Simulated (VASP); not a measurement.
# InSb3 (R-3m) in VASP: a series of runs

InSb3 is run at these levels: PBEsol; tasks: single point.

Everything below comes from runs of VASP 6.6.1. Logs are shortened: lines on timing, memory, paths and dates and some standing lists are left out, and cuts for length are marked.

### 1 The cell of the first run

Symmetry: R-3m, No. 166, trigonal system. Conventional cell: a = 6.531 Å, b = 6.531 Å, c = 8.572 Å, α = 90.00°, β = 90.00°, γ = 120.00°. Within 4.3 Å of In (site symmetry -3m) lie 12 Sb at 3.27 to 3.42 Å. Within 4.3 Å of Sb (site symmetry 2/m) lie 4 In at 3.27 to 3.42 Å and 8 Sb at 3.27 to 3.42 Å.

### 2 Single point, PBEsol

INCAR reads:

```
PREC = Accurate
ENCUT = 520
EDIFF = 1E-6
ISMEAR = 0
SIGMA = 0.15
LREAL = False
LASPH = True
NELM = 60
ALGO = Normal
ISIF = 2
LWAVE = False
LCHARG = False
GGA = PS
NBANDS = 22
```

KPOINTS reads:

```
regular mesh
0
Gamma
  8 8 8
```

POSCAR reads:

```
InSb3
1.0
    4.7284623064      0.1104095949      0.1104095949
    0.1104095949      4.7284623064      0.1104095949
    0.1104095949      0.1104095949      4.7284623064
In Sb
1 3
Direct
    0.0000000000      0.0000000000      0.0000000000
    0.5000000000      0.0000000000      0.5000000000
    0.0000000000      0.5000000000      0.5000000000
    0.5000000000      0.5000000000      0.0000000000
```

Potentials or basis: VASP PAW PBE potentials, release 64 (In_d, Sb).

Started as:

```bash
> cat potpaw_PBE.64/In_d/POTCAR potpaw_PBE.64/Sb/POTCAR > POTCAR
> mpirun -np 1 vasp_std > vasp.out
```

OUTCAR:

```text
PREC = Accurate
   ENCUT = 520
   EDIFF = 1E-6
   ISMEAR = 0
   LREAL = False
   LASPH = True
   NELM = 60
   ISIF = 2
   GGA = PS

 ion  position               nearest neighbor table
   1  0.000  0.000  0.000-   2 3.27   3 3.27   3 3.27   4 3.27   2 3.27   4 3.27   4 3.42   4 3.42
                             3 3.42   2 3.42   2 3.42   3 3.42
   2  0.500  0.000  0.500-   1 3.27   4 3.27   3 3.27   4 3.27   1 3.27   3 3.27   3 3.42   3 3.42
                             1 3.42   4 3.42   1 3.42   4 3.42
   3  0.000  0.500  0.500-   1 3.27   4 3.27   1 3.27   2 3.27   2 3.27   4 3.27   2 3.42   2 3.42
                             1 3.42   4 3.42   4 3.42   1 3.42
   4  0.500  0.500  0.000-   2 3.27   3 3.27   1 3.27   2 3.27   1 3.27   3 3.27   1 3.42   1 3.42
                             2 3.42   3 3.42   3 3.42   2 3.42

  LATTYP: Found a trigonal (rhomboedric) cell.
 ALAT       =     4.7310396680
 COS(alpha) =     0.0471937603

  Lattice vectors:

 A1 = (   4.7284623064,   0.1104095949,   0.1104095949)
 A2 = (   0.1104095949,   4.7284623064,   0.1104095949)
 A3 = (   0.1104095949,   0.1104095949,   4.7284623064)

Analysis of symmetry for initial positions (statically):
=====================================================================
 Subroutine PRICEL returns:
 Original cell was already a primitive cell.

 Routine SETGRP: Setting up the symmetry group for a
 trigonal (rhombohedral) supercell.

 Subroutine GETGRP returns: Found 12 space group operations
 (whereof 12 operations were pure point group operations)
 out of a pool of 12 trial point group operations.

The static configuration has the point symmetry D_3d.

Analysis of symmetry for dynamics (positions and initial velocities):
=====================================================================
 Subroutine PRICEL returns:
 Original cell was already a primitive cell.

 Routine SETGRP: Setting up the symmetry group for a
 trigonal (rhombohedral) supercell.

 Subroutine GETGRP returns: Found 12 space group operations
 (whereof 12 operations were pure point group operations)
 out of a pool of 12 trial point group operations.

The dynamic configuration has the point symmetry D_3d.

 Subroutine INISYM returns: Found 12 space group operations
 (whereof 12 operations are pure point group operations),
 and found     1 'primitive' translations

----------------------------------------------------------------------------------------

                                     Primitive cell

  volume of cell :     105.5504

  direct lattice vectors                    reciprocal lattice vectors
     4.728462306  0.110409595  0.110409595     0.211710834 -0.004830652 -0.004830652
     0.110409595  4.728462306  0.110409595    -0.004830652  0.211710834 -0.004830652
     0.110409595  0.110409595  4.728462306    -0.004830652 -0.004830652  0.211710834

  length of vectors
     4.731039668  4.731039668  4.731039668     0.211821028  0.211821028  0.211821028

  position of ions in fractional coordinates (direct lattice)
     0.000000000  0.000000000  0.000000000
     0.500000000  1.000000000  0.500000000
     1.000000000  0.500000000  0.500000000
     0.500000000  0.500000000  1.000000000

  ion indices of the primitive-cell ions
   primitive index   ion index
                 1           1
                 2           2
                 3           3
                 4           4

----------------------------------------------------------------------------------------

 KPOINTS: regular mesh

Automatic generation of k-mesh.
 Grid dimensions read from file:
 generate k-points for:    8    8    8

 Generating k-lattice:

  Cartesian coordinates                     Fractional coordinates (reciprocal lattice)
     0.026463854 -0.000603832 -0.000603832     0.125000000 -0.000000000 -0.000000000
    -0.000603832  0.026463854 -0.000603832    -0.000000000  0.125000000 -0.000000000
    -0.000603832 -0.000603832  0.026463854    -0.000000000 -0.000000000  0.125000000

  Length of vectors
     0.026477628  0.026477628  0.026477628

  Shift w.r.t. Gamma in fractional coordinates (k-lattice)
     0.000000000  0.000000000  0.000000000

 Subroutine IBZKPT returns following result:
 ===========================================

 Found     65 irreducible k-points:

 Following reciprocal coordinates:
            Coordinates               Weight
  0.000000  0.000000  0.000000      1.000000
  0.125000  0.000000  0.000000      6.000000
  0.250000  0.000000  0.000000      6.000000
  0.375000  0.000000  0.000000      6.000000
  0.500000  0.000000  0.000000      3.000000
  0.125000  0.125000  0.000000      6.000000
[... 16 lines left out ...]
  0.250000  0.125000  0.125000      6.000000
  0.375000  0.125000  0.125000      6.000000
 [... further k-points ...]
   k-points           NKPTS =     65   k-points in BZ     NKDIM =     65   number of bands    NBANDS=     22
   number of dos      NEDOS =    301   number of ions     NIONS =      4
   total plane-waves  NPLWV =  46656
   dimension x,y,z NGX =    36 NGY =   36 NGZ =   36
   dimension x,y,z NGXF=    72 NGYF=   72 NGZF=   72
   ions per type =               1   3
   NGX,Y,Z   is equivalent  to a cutoff of  12.65, 12.65, 12.65 a.u.
   NGXF,Y,Z  is equivalent  to a cutoff of  25.30, 25.30, 25.30 a.u.
 SYSTEM =  unknown system
   PREC   = accura    normal or accurate (medium, high low for compatibility)
   ISTART =      0    job   : 0-new  1-cont  2-samecut
   ICHARG =      2    charge: 1-file 2-atom 10-const
   ISPIN  =      1    spin polarized calculation?
   LNONCOLLINEAR =      F non collinear calculations
   LSORBIT =      F    spin-orbit coupling
   LASPH  =      T    aspherical Exc in radial PAW
   ENCUT  =  520.0 eV  38.22 Ry    6.18 a.u.   8.80  8.80  8.80*2*pi/ulx,y,z
   NELM   =     60;   NELMIN=  2; NELMDL= -5     # of ELM steps
   EDIFF  = 0.1E-05   stopping-criterion for ELM
   LREAL  =      F    real-space projection
   EDIFFG = 0.1E-04   stopping-criterion for IOM
   NSW    =      0    number of steps for IOM
   IBRION =     -1    ionic relax: 0-MD 1-quasi-New 2-CG
   NFREE  =      0    steps in history (QN), initial steepest desc. (CG)
   ISIF   =      2    stress and relaxation
   ISYM   =      2    0-nonsym 1-usesym 2-fastsym
   POTIM  = 0.5000    time-step for ionic-motion
   TEBEG  =    0.0;   TEEND  =   0.0 temperature during run
   PSTRESS=    0.0 pullay stress
   NELECT =      28.0000    total number of electrons
   NUPDOWN=      -1.0000    fix difference up-down
   EMIN   =  10.00;   EMAX   =-10.00  energy-range for DOS
   EFERMI =   0.00;   METHOD = LEGACY
   ISMEAR =     0;   SIGMA  =   0.15  broadening in eV -4-tet -1-fermi 0-gaus
   EFERMI_NEDOS =   21; number of points for ismear=-14 and -15
   IALGO  =     38    algorithm
   IMIX   =      4    mixing-type and parameters
     AMIX     =   0.40;   BMIX     =  1.00
     AMIX_MAG =   1.60;   BMIX_MAG =  1.00
  volume/ion in A,a.u.               =      26.39       178.07
  Fermi-wavevector in a.u.,A,eV,Ry     =   1.051899  1.987802 15.054742  1.106492
  Thomas-Fermi vector in A             =   2.186961
   LORBIT       =      0    0 simple, 1 ext, 2 COOP (PROOUT), +10 PAW based schemes
   GGA     = PS    functional components
   LHFCALC =     F    Hartree Fock is set to
   AEXX    =    0.0000 exact exchange contribution
   IVDW    =     0    specifies the selected vdW correction
   LEPSILON=     F    determine dielectric tensor
   LRPA    =     F    only Hartree local field effects (RPA)
 non-spin polarized calculation
 Gauss-broadening in eV      SIGMA  =   0.15
  energy-cutoff  :      520.00
  volume of cell :      105.55
 maximum number of plane-waves:      2863
   NGX = 17   NGY = 17   NGZ = 17

 number of electron      28.0000005 magnetization

 Free energy of the ion-electron system (eV)
  ---------------------------------------------------
  ext. energy  EPLUGINS =         0.00000000
  ---------------------------------------------------
  free energy    TOTEN  =       -16.02050373 eV

  energy without entropy =      -15.99599832  energy(sigma->0) =      -16.00825103

 E-fermi :   8.2519     XC(G=0): -10.3992

 val. band max:        8.2487322489   @ k =   0.3750   0.2500   0.1250
 cond. band min:       8.2623124348   @ k =   0.1250   0.1250   0.0000
 fundamental gap:      0.0135801859
 Fermi energy:         8.2518512960

 k-point     1 :       0.0000    0.0000    0.0000
  band No.  band energies     occupation
      1      -6.1657      2.00000
      2      -6.1657      2.00000
      3      -6.1483      2.00000
      4      -6.1401      2.00000
      5      -6.1401      2.00000
      6      -4.2490      2.00000
[... 14 lines left out ...]
     21      12.8716      0.00000
     22      13.8824      0.00000

 k-point     2 :       0.1250    0.0000    0.0000
  band No.  band energies     occupation
      1      -6.1648      2.00000
      2      -6.1633      2.00000
      3      -6.1498      2.00000
      4      -6.1420      2.00000
      5      -6.1403      2.00000
      6      -4.1488      2.00000
[... 14 lines left out ...]
     21      13.4207      0.00000
     22      13.9552      0.00000

 k-point     3 :       0.2500    0.0000    0.0000
  band No.  band energies     occupation
      1      -6.1628      2.00000
      2      -6.1588      2.00000
      3      -6.1531      2.00000
      4      -6.1464      2.00000
      5      -6.1397      2.00000
      6      -3.8521      2.00000
[... 14 lines left out ...]
     21      14.0134      0.00000
     22      14.3191      0.00000

 k-point     4 :       0.3750    0.0000    0.0000
  band No.  band energies     occupation
      1      -6.1616      2.00000
      2      -6.1603      2.00000
      3      -6.1519      2.00000
      4      -6.1499      2.00000
      5      -6.1380      2.00000
      6      -3.3849      2.00000
[... 14 lines left out ...]
     21      13.4541      0.00000
     22      14.0161      0.00000

 k-point     5 :       0.5000    0.0000    0.0000
  band No.  band energies     occupation
      1      -6.1620      2.00000
      2      -6.1616      2.00000
      3      -6.1509      2.00000
      4      -6.1506      2.00000
      5      -6.1369      2.00000
      6      -2.9961      2.00000
[... 14 lines left out ...]
     21      13.0091      0.00000
     22      14.4817      0.00000

 k-point     6 :       0.1250    0.1250    0.0000
  band No.  band energies     occupation
      1      -6.1642      2.00000
      2      -6.1614      2.00000
      3      -6.1519      2.00000
      4      -6.1430      2.00000
      5      -6.1411      2.00000
      6      -4.0584      2.00000
[... 14 lines left out ...]
     21      13.5159      0.00000
     22      14.0314      0.00000

 k-point     7 :       0.2500    0.1250    0.0000
  band No.  band energies     occupation
      1      -6.1639      2.00000
      2      -6.1579      2.00000
      3      -6.1544      2.00000
      4      -6.1466      2.00000
      5      -6.1405      2.00000
      6      -3.7715      2.00000
[... 324 lines left out ...]
      6      -2.4289      2.00000
[... 14 lines left out ...]
     21      14.0908      0.00000
     22      14.5133      0.00000

 k-point    21 :       0.5000    0.5000    0.0000
  band No.  band energies     occupation
      1      -6.1948      2.00000
      2      -6.1596      2.00000
      3      -6.1557      2.00000
      4      -6.1449      2.00000
      5      -6.1235      2.00000
      6      -1.6243      2.00000
[... 14 lines left out ...]
     21      14.1521      0.00000
     22      15.6206      0.00000

 k-point    22 :       0.1250    0.1250    0.1250
  band No.  band energies     occupation
      1      -6.1620      2.00000
      2      -6.1620      2.00000
      3      -6.1550      2.00000
      4      -6.1425      2.00000
      5      -6.1425      2.00000
      6      -3.9782      2.00000
[... 14 lines left out ...]
     21      13.9809      0.00000
     22      14.2001      0.00000

 k-point    23 :       0.2500    0.1250    0.1250
  band No.  band energies     occupation
      1      -6.1622      2.00000
      2      -6.1617      2.00000
      3      -6.1565      2.00000
      4      -6.1457      2.00000
      5      -6.1406      2.00000
      6      -3.7019      2.00000
[... 14 lines left out ...]
     21      14.6471      0.00000
     22      14.8540      0.00000

 k-point    24 :       0.3750    0.1250    0.1250
  band No.  band energies     occupation
      1      -6.1666      2.00000
      2      -6.1630      2.00000
      3      -6.1539      2.00000
      4      -6.1478      2.00000
      5      -6.1371      2.00000
      6      -3.2526      2.00000
[... 14 lines left out ...]
     21      13.7692      0.00000
     22      14.8734      0.00000

 [... further k-points ...]

------------------------ aborting loop because EDIFF is reached ----------------------------------------

  FORCE on cell =-STRESS in cart. coord.  units (eV):
  Direction    XX          YY          ZZ          XY          YZ          ZX
  --------------------------------------------------------------------------------------
  -------------------------------------------------------------------------------------
  Total        0.2406995      0.2406995      0.2406995     -0.6577455     -0.6577455     -0.6577455
  in kB        3.6536413      3.6536413      3.6536413     -9.9840917     -9.9840917     -9.9840917
  external PRESSURE =       3.6536413 kB  Pullay stress =       0.0000000 kB

 VOLUME and BASIS-vectors are now :
 -----------------------------------------------------------------------------
  energy-cutoff  :      520.00
  volume of cell :      105.55
      direct lattice vectors                 reciprocal lattice vectors
     4.728462306  0.110409595  0.110409595     0.211710834 -0.004830652 -0.004830652
     0.110409595  4.728462306  0.110409595    -0.004830652  0.211710834 -0.004830652
     0.110409595  0.110409595  4.728462306    -0.004830652 -0.004830652  0.211710834

 POSITION                                       TOTAL-FORCE (eV/Angst)
 -----------------------------------------------------------------------------------
      0.00000      0.00000      0.00000         0.000000     -0.000000     -0.000000
      2.41944      0.11041      2.41944        -0.000000      0.000000      0.000000
      0.11041      2.41944      2.41944        -0.000000      0.000000     -0.000000
      2.41944      2.41944      0.11041        -0.000000      0.000000     -0.000000
 -----------------------------------------------------------------------------------
    total drift:                                0.000000     -0.000000     -0.000000

  FREE ENERGIE OF THE ION-ELECTRON SYSTEM (eV)
  ---------------------------------------------------
  free  energy   TOTEN  =       -16.0205037339 eV

  energy  without entropy=      -15.9959983172  energy(sigma->0) =      -16.00825103
```

Wall time 2.3 min (1 thread of Intel Xeon 8259CL, shared host); peak memory 0.3 GiB.

What came out:

| Quantity | Value |
| --- | --- |
| Free energy | -16.0205 eV |
| Pressure | 0.4 GPa |
| Band gap on the k mesh | zero (bands 14 and 15 overlap by 4.34 eV) |

Caveat: the PAW data sets were made with another functional, which shifts forces and pressure a little; spin-orbit coupling is left out, which moves the levels of the heavy elements.

### 3 Single point, PBEsol

This run uses another cell than the first one, of 27.14 Å³/atom.

INCAR reads:

```
PREC = Accurate ; ENCUT = 520
EDIFF = 1E-6 ; ISMEAR = 0
SIGMA = 0.15 ; LREAL = False
LASPH = True ; NELM = 60
ALGO = Normal ; ISIF = 2
LWAVE = False ; LCHARG = False
GGA = PS ; NBANDS = 22
```

KPOINTS reads:

```
Automatic mesh
0
Gamma
  8 8 8
```

POSCAR reads:

```
InSb3
1.0
    4.7757469295      0.1654961807      0.1654961807
    0.1654961807      4.7757469295      0.1654961807
    0.1654961807      0.1654961807      4.7757469295
In Sb
1 3
Direct
    0.0000000000      0.0000000000      0.0000000000
    0.5000000000      0.0000000000      0.5000000000
    0.0000000000      0.5000000000      0.5000000000
    0.5000000000      0.5000000000      0.0000000000
```

Potentials or basis: VASP PAW PBE potentials, release 64 (In_d, Sb).

Started as:

```bash
> cat potpaw_PBE.64/In_d/POTCAR potpaw_PBE.64/Sb/POTCAR > POTCAR
> mpirun -np 1 vasp_std > vasp.out
```

Wall time 2 min (1 thread of Intel Xeon 8259CL, shared host); peak memory 0.3 GiB.

The run converged. Its results:

```
Free energy            : -15.9664 eV
Pressure               : -1.0 GPa
Band gap on the k mesh : zero (bands 14 and 15 overlap by 3.91 eV)
```

Stress tensor (GPa, compression positive):
```
-0.96 -1.16 -1.16
-1.16 -0.96 -1.16
-1.16 -1.16 -0.96
```

Levels at points of the mesh, in eV from the Fermi level:
```tsv
k point	band 10	band 11	band 12	band 13	band 14	band 15	band 16	band 17	band 18	band 19
(0.00, 0.00, 0.00)	-4.26	-4.26	-3.53	0.02	0.02	1.16	1.35	2.43	2.43	4.39
(0.50, 0.00, 0.00)	-2.95	-2.55	-2.23	-1.87	-1.04	-0.80	1.41	2.24	2.40	3.08
(0.50, 0.50, 0.00)	-2.55	-1.89	-1.59	-1.39	-1.03	-0.83	-0.01	1.23	3.06	4.09
(0.50, 0.50, 0.50)	-5.21	-4.96	-4.96	-4.71	3.08	3.08	3.77	4.27	4.27	5.69
```

Caveat: the PAW data sets were made with another functional, which shifts forces and pressure a little; spin-orbit coupling is left out, which moves the levels of the heavy elements.

### 4 Single point, PBEsol

This run uses another cell than the first one, of 27.13 Å³/atom.

INCAR reads:

```
ALGO     = Normal         # electronic algorithm
EDIFF    = 1E-7           # SCF threshold, eV
ENCUT    = 520            # plane-wave cutoff, eV
GGA      = PS             # functional
ISIF     = 2              # what is computed and relaxed
ISMEAR   = 0              # smearing method
LASPH    = True           # aspherical terms in the spheres
LCHARG   = True           # write CHGCAR
LELF     = True           # ELF
LREAL    = False          # projectors in reciprocal space
LVHAR    = True         
LWAVE    = False          # write WAVECAR
NBANDS   = 22             # bands
NELM     = 60             # most SCF steps
PREC     = Accurate       # precision mode
SIGMA    = 0.15           # smearing width, eV
```

KPOINTS reads:

```
k-points
0
Gamma
  8 8 8
```

POSCAR reads:

```
InSb3
1.0
    4.7757469295     -0.1654961807     -0.1654961807
   -0.1654961807      4.7757469295     -0.1654961807
   -0.1654961807     -0.1654961807      4.7757469295
In Sb
1 3
Direct
    0.0000000000      0.0000000000      0.0000000000
    0.5000000000      0.0000000000      0.5000000000
    0.0000000000      0.5000000000      0.5000000000
    0.5000000000      0.5000000000      0.0000000000
```

Started as:

```bash
> cat potpaw_PBE.64/In_d/POTCAR potpaw_PBE.64/Sb/POTCAR > POTCAR
> mpirun -np 1 vasp_std > vasp.out
```

Run time: 2.7 min. Hardware: 1 thread of Intel Xeon 8259CL, shared host; peak memory 0.3 GiB.

It converged, with:

```yaml
Free_energy: -15.9857 eV
Pressure: -1.1 GPa
Band_gap_on_the_k_mesh: zero (bands 14 and 15 overlap by 4.07 eV)
```

Stress tensor (GPa, compression positive):
```
-1.11  0.72  0.72
 0.72 -1.11  0.72
 0.72  0.72 -1.11
```

Levels at points of the mesh, in eV from the Fermi level:
```csv
k point,band 12,band 13,band 14,band 15,band 16,band 17
"(0.00, 0.00, 0.00)",-3.56,-0.33,0.41,0.41,2.02,2.02
"(0.50, 0.00, 0.00)",-2.36,-1.80,-1.06,-0.81,1.51,2.09
"(0.50, 0.50, 0.00)",-1.57,-1.32,-1.14,-1.14,0.16,1.27
"(0.50, 0.50, 0.50)",-4.81,-4.70,2.94,2.94,3.85,4.26
```

Caveat: the PAW data sets were made with another functional, which shifts forces and pressure a little; spin-orbit coupling is left out, which moves the levels of the heavy elements.

### 5 The runs side by side

```csv
cell,gap on the mesh (eV),pressure (GPa)
"a = 4.731 Å, angles 87.3°, 4 atoms",none,0.4
"a = 4.781 Å, angles 86.0°, 4 atoms",none,-1.0
"a = 4.781 Å, angles 93.9°, 4 atoms",none,-1.1
```

Alike in all rows: task single point; level PBEsol; potentials or basis VASP PAW PBE potentials, release 64 (In_d, Sb); no spin polarisation; k mesh 8 × 8 × 8; cutoff (eV) 520; smearing gaussian 0.15 eV.

Caveats: the PAW data sets were made with another functional, which shifts forces and pressure a little; spin-orbit coupling is left out, which moves the levels of the heavy elements.

Absolute energies hang on the potentials; compare differences alone.
